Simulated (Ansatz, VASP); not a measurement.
# SrCl2: VASP beside Ansatz

Contents of INCAR:

```
SYSTEM = SrCl2
PREC = Accurate
ENCUT = 520
EDIFF = 1E-6
ISMEAR = 0
SIGMA = 0.05
LREAL = .FALSE.
LASPH = .TRUE.
NELM = 100
ALGO = Normal
ISIF = 2
LWAVE = .FALSE.
LCHARG = .FALSE.
GGA = PE
NBANDS = 19
```

KPOINTS

```
Automatic mesh
0
G
  6 6 6
  0 0 0
```

File POSCAR:

```
SrCl2
1.0
    1.3628735433      4.2833168504      4.2833168504
    4.2833168504      1.3628735433      4.2833168504
    4.2833168504      4.2833168504      1.3628735433
Sr Cl
1 2
Direct
    0.0000000000      0.0000000000      0.0000000000
    0.2500000000      0.2500000000      0.2500000000
    0.7500000000      0.7500000000      0.7500000000
```

Input for Ansatz:

```yaml
crystal:
  lattice:
    - [1.3628735433, 4.2833168504, 4.2833168504]
    - [4.2833168504, 1.3628735433, 4.2833168504]
    - [4.2833168504, 4.2833168504, 1.3628735433]
  atoms:
    - { symbol: Sr, position: [0.0, 0.0, 0.0] }
    - { symbol: Cl, position: [0.25, 0.25, 0.25] }
    - { symbol: Cl, position: [0.75, 0.75, 0.75] }
basis:
  ecutwfc: 420
kpoints:
  mp_grid: { grid: [6, 6, 6] }
hamiltonian:
  xc: pbe
scf:
  occupations: { method: gaussian, width: 0.05 }
output:
  forces: true
  stress: true
  eigenvalues: true
```

Alike in both runs: task single point; functional PBE; k mesh 6 × 6 × 6; occupations gaussian, width 0.05 eV; no spin polarisation.

|  | VASP | Ansatz |
| --- | --- | --- |
| version | VASP 6.6.1 | Ansatz 0.2.0 |
| potentials or method | VASP PAW PBE potentials, release 64 (Sr_sv, Cl), cutoff 520 eV | scalar-relativistic, plane waves, PAW |
| valence electrons in the cell | 24 | 24 |

VASP gave:

| Property | Result |
| --- | --- |
| gap on the k mesh at the Fermi level (eV) | 5.48 |
| least direct gap on the mesh (eV) | 5.88 |
| pressure (GPa) | 6.7 |
| traceless stress, the component that is largest in VASP (GPa) | -1.20 |
| rms of the force components (eV/Å) | 0.268 |

Problem. What did Ansatz give for the same quantities?

Solution. gap on the k mesh at the Fermi level (eV): 5.49; least direct gap on the mesh (eV): 5.89; pressure (GPa): 6.5; traceless stress, the component that is largest in VASP (GPa): -1.19; rms of the force components (eV/Å): 0.252.

Atom by atom the forces differ by 0.016 eV/Å (rms over components). With one functional, cell and mesh, what is left measures potentials, basis and numerics.
